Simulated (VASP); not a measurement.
Write the native input for VASP 6.6.1 that does the following.

```
Task                   : single point
Functional             : r2SCAN
Potentials or basis    : VASP PAW PBE potentials, release 64 (Os)
Cutoff                 : 520 eV
k mesh                 : 18 × 18 × 10
Occupations            : gaussian, width 0.1 eV
Spin                   : no spin polarisation
Dipole correction      : no
Further INCAR settings : ALGO = Normal; EDIFF = 1e-07; NBANDS = 15
```

Crystal: Os.

```
CELL_PARAMETERS angstrom
2.73681 0.00000 0.00000
-1.36840 2.37014 0.00000
0.00000 0.00000 4.32329
ATOMIC_POSITIONS crystal
Os 0.33333 0.66667 0.25000
Os 0.66667 0.33333 0.75000
```

One way to write it, as run:

POSCAR

```
Os
1.0
    2.7368071050      0.0000000029      0.0000000000
   -1.3684035550      2.3701444768      0.0000000000
    0.0000000000      0.0000000000      4.3232859277
Os
2
Direct
    0.3333333333      0.6666666667      0.2500000000
    0.6666666667      0.3333333333      0.7500000000
```

INCAR.step1

```
  ALGO = Normal
  EDIFF = 1E-4
  ENCUT = 520
  GGA = PE
  ISMEAR = 0
  LASPH = T
  LCHARG = F
  LREAL = F
  LWAVE = T
  NBANDS = 15
  NELM = 60
  PREC = Accurate
  SIGMA = 0.1
```

INCAR.step2

```
  ALGO = Normal
  EDIFF = 1E-7
  ENCUT = 520
  ISIF = 2
  ISMEAR = 0
  ISTART = 1
  LASPH = T
  LCHARG = T
  LELF = T
  LMIXTAU = T
  LREAL = F
  LVHAR = T
  LWAVE = F
  METAGGA = R2SCAN
  NBANDS = 15
  NELM = 60
  PREC = Accurate
  SIGMA = 0.1
```

KPOINTS

```
k-points
0
Gamma
  18 18 10
```

Potentials or basis: VASP PAW PBE potentials, release 64 (Os).

Run with:

```console
$ cat potpaw_PBE.64/Os/POTCAR > POTCAR
$ cp INCAR.step1 INCAR
$ mpirun -np 1 vasp_std > vasp.out
$ cp INCAR.step2 INCAR
$ mpirun -np 1 vasp_std > vasp.out
```

It gave:

```
Pressure               : 0.7 GPa
Band gap on the k mesh : zero (band 8 reaches 11.32 eV, above the bottom of band 9 at 7.26 eV)
```

Caveat: the PAW data sets were made with another functional, which shifts forces and pressure a little; spin-orbit coupling is left out, which moves the levels of the heavy elements.

Run time: 2.8 min on 1 thread of Intel(R) Xeon(R) Platinum 8488C (Sapphire Rapids), on a shared host, peak memory 0.21 GiB.
